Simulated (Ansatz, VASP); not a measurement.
**One calculation of BaS, two programs**

```
CELL_PARAMETERS angstrom
0.00000 3.15059 3.15059
3.15059 0.00000 3.15059
3.15059 3.15059 0.00000
ATOMIC_POSITIONS crystal
Ba 0.00000 0.00000 0.00000
S 0.50000 0.50000 0.50000
```

Change from the starting cell: volume scaled by 0.96, crystal datasets.

Alike in both runs: task electric field gradients; functional PBEsol; k mesh 8 × 8 × 8; occupations fermi-dirac, width 0.02 eV; no spin polarisation.

|  | VASP | Ansatz |
| --- | --- | --- |
| version | VASP 6.6.1 | Ansatz 0.2.0 |
| potentials or method | VASP PAW PBE potentials, release 64 (Ba_sv, S), cutoff 520 eV | all-electron PAW with datasets made for the crystal, scalar-relativistic |

```csv
,VASP,Ansatz,Ansatz less VASP
gap on the k mesh at the Fermi level (eV),1.90,2.01,+0.109
pressure (GPa),1.4,0.7,-0.72
```

VASP's potentials were made for PBE, not for PBEsol. Ansatz ran all-electron here, and VASP with PAW potentials.

Spin-orbit coupling is off throughout.
